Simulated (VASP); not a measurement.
AlN:

```
Al N
1.0
     3.11000    0.00000    0.00000
    -1.55500    2.69334    0.00000
     0.00000    0.00000    4.98000
Al N
2 2
Direct
  0.33333 0.66667 0.00000
  0.66667 0.33333 0.50000
  0.33333 0.66667 0.38200
  0.66667 0.33333 0.88200
```

- Program: VASP 6.6.1
- Task: relaxation of cell and atoms
- Functional: LDA
- Potentials or basis: VASP PAW LDA potentials, release 64 (Al, N)
- Cutoff: 600 eV
- k mesh: 8 × 8 × 4
- Occupations: gaussian, width 0.01 eV
- Spin: no spin polarisation

At the start: pressure -3.8 GPa; volume 10.43 Å³/atom.

Task: How do energy, volume and symmetry change on relaxing?

Result: Over 8 steps the energy falls by 2.3 meV/atom and the volume is 10.24 Å³/atom (-1.8 %); space group P6_3mc (No. 186, to 0.05 Å).

Step by step:
| step | energy change (eV) | largest force (eV/Å) | pressure (GPa) | volume (Å³) |
| --- | --- | --- | --- | --- |
| 1 | 0.0000 | 0.0157 | -3.83 | 41.71 |
| 2 | -0.0006 | 0.0171 | 3.88 | 40.23 |
| 3 | -0.0092 | 0.0007 | -0.02 | 40.95 |
| 4 | -0.0092 | 0.0009 | 0.06 | 40.93 |
| 5 | -0.0092 | 0.0051 | -0.04 | 40.95 |
| 6 | -0.0093 | 0.0044 | -0.03 | 40.95 |
| 7 | -0.0093 | 0.0037 | -0.01 | 40.95 |
| 8 | -0.0093 | 0.0008 | 0.00 | 40.94 |

Final structure:
```xyz
4
Lattice="3.0911 0.0000 0.0000 -1.5455 2.6769 0.0000 0.0000 0.0000 4.9482" Properties=species:S:1:pos:R:3 pbc="T T T"
Al    0.0000    1.7846    0.0002
Al    1.5455    0.8923    2.4743
N     0.0000    1.7846    1.8900
N     1.5455    0.8923    4.3641
```
